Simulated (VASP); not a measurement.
TaN:

```
Ta N
1.0
     5.10108    0.00000    0.00000
    -2.55054    4.41767    0.00000
     0.00000    0.00000    2.87646
Ta N
3 3
Direct
  0.00000 0.00000 0.00000
  0.33333 0.66667 0.50000
  0.66667 0.33333 0.50000
  0.50000 0.00000 0.00000
  0.50000 0.50000 0.00000
  0.00000 0.50000 0.00000
```

Base run:

| Quantity | Value |
| --- | --- |
| Program | VASP 6.6.1 |
| Functional | LDA |
| Potentials or basis | VASP PAW LDA potentials, release 64 (Ta_pv, N) |
| Cutoff | 520 eV |
| k mesh | 5 × 5 × 8 |
| Occupations | fermi-dirac, width 0.1 eV |
| Spin | no spin polarisation |

Its results: band gap on the k mesh zero (band 24 reaches 9.48 eV, above the bottom of band 25 at 7.18 eV); pressure 12.1 GPa.

**Question.** The run is repeated on the same cell with these changes: potentials or basis from VASP PAW LDA potentials, release 64 (Ta_pv, N) to VASP PAW LDA potentials, release 64 (Ta_sv_GW, N); cutoff from 520 eV to 600 eV; further incar settings from ALGO = Normal; EDIFF = 1e-07; NBANDS = 33 to ALGO = Normal; EDIFF = 1e-06; NBANDS = 36; valence electrons from 48 to 54. What comes out?

**Answer.** Band gap on the k mesh zero (band 27 reaches 13.49 eV, above the bottom of band 28 at 11.20 eV); pressure 11.3 GPa.

Caveats: spin-orbit coupling is left out, which moves the levels of the heavy elements.
